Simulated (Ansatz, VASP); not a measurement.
## KTaO3: VASP beside Ansatz

File INCAR:

```
ALGO = Normal ; EDIFF = 1E-6
ENCUT = 520 ; GGA = PS
ISIF = 2 ; ISMEAR = 0
LASPH = T ; LCHARG = F
LREAL = F ; LWAVE = F
NBANDS = 27 ; NELM = 80
PREC = Accurate ; SIGMA = 0.05
```

File KPOINTS:

```
k-points
0
Gamma
  8 8 8
```

POSCAR

```
KTaO3
1.0
    3.8635830917      0.0000000000      0.0000000000
    0.0000000000      3.8635830917      0.0000000000
    0.0000000000      0.0000000000      4.2499414009
K Ta O
1 1 3
Direct
    0.5000000000      0.5000000000      0.5000000000
    0.0000000000      0.0000000000      0.0000000000
    0.5000000000      0.0000000000      0.0000000000
    0.0000000000      0.5000000000      0.0000000000
    0.0000000000      0.0000000000      0.5000000000
```

Input for Ansatz:

```yaml
crystal:
  lattice:
    - [3.8635830917, 0.0, 0.0]
    - [0.0, 3.8635830917, 0.0]
    - [0.0, 0.0, 4.2499414009]
  atoms:
    - { symbol: K, position: [0.5, 0.5, 0.5] }
    - { symbol: Ta, position: [0.0, 0.0, 0.0] }
    - { symbol: O, position: [0.5, 0.0, 0.0] }
    - { symbol: O, position: [0.0, 0.5, 0.0] }
    - { symbol: O, position: [0.0, 0.0, 0.5] }
basis:
  ecutwfc: 420
kpoints:
  mp_grid: { grid: [8, 8, 8] }
hamiltonian:
  xc: pbesol
scf:
  occupations: { method: gaussian, width: 0.05 }
output:
  forces: true
  stress: true
  eigenvalues: true
```

Alike in both runs: task single point; functional PBEsol; k mesh 8 × 8 × 8; occupations gaussian, width 0.05 eV; no spin polarisation.

|  | VASP | Ansatz |
| --- | --- | --- |
| version | VASP 6.6.1 | Ansatz 0.2.0 |
| potentials or method | VASP PAW PBE potentials, release 64 (K_sv, Ta_pv, O), cutoff 520 eV | scalar-relativistic, plane waves, PAW |
| valence electrons in the cell | 38 | 40 |

|  | VASP | Ansatz | Ansatz less VASP |
| --- | --- | --- | --- |
| gap on the k mesh at the Fermi level (eV) | 1.96 | 2.00 | +0.043 |
| least direct gap on the mesh (eV) | 2.43 | 2.46 | +0.036 |
| pressure (GPa) | 3.7 | 2.9 | -0.83 |
| traceless stress, the component that is largest in VASP (GPa) | -21.62 | -21.21 | +0.409 |

VASP's potentials were made for PBE, not for PBEsol. VASP's potentials hold 38 valence electrons a cell and Ansatz's 40, so a difference there can come from the potentials and not from the codes.

Spin-orbit coupling is off throughout.
